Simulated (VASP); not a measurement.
Here is a VASP 6.6.1 calculation.

File INCAR:

```
PREC = Accurate
ENCUT = 520
EDIFF = 1E-8
ISMEAR = -1
SIGMA = 0.08
LREAL = F
LASPH = T
NELM = 80
ALGO = Normal
ISIF = 2
LWAVE = F
LCHARG = F
GGA = CA
LEFG = T
NBANDS = 16
```

Contents of KPOINTS:

```
Automatic mesh
0
Gamma
  9 9 6
```

Contents of POSCAR:

```
Te
1.0
    4.5166640738      0.0000000000      0.0000000000
   -2.2583320370      3.9115458283      0.0000000000
    0.0000000000      0.0000000000      6.0029694676
Te
3
Direct
    0.7450000000      0.0000000000      0.3333333333
    0.0000000000      0.7450000000      0.6666666667
    0.2550000000      0.2550000000      0.0000000000
```

Potentials or basis: VASP PAW LDA potentials, release 64 (Te).

Run with:

```bash
$ cat potpaw_LDA.64/Te/POTCAR > POTCAR
$ mpirun -np 1 vasp_std > vasp.out
```

Q: What does it give for the band gap on the k mesh?

A: 0.09 eV.

Q: Estimate the pressure.

A: -2.0 GPa.

Q: What does it give for the largest force?

A: 0.258 eV/Å.

Forces in eV/Å, atoms in the order of the input:
```
Te  -0.258  0.000  0.000
Te   0.129 -0.223  0.000
Te   0.129  0.223  0.000
```

Caveat: the smearing spreads over this small gap; semilocal functionals underestimate gaps, and a narrow one can read as zero; without QUAD_EFG the Cq values of the log hold for a quadrupole moment of 1 mb, not for the nuclei; spin-orbit coupling is left out, which moves the levels of the heavy elements. A k mesh can miss the band edges.
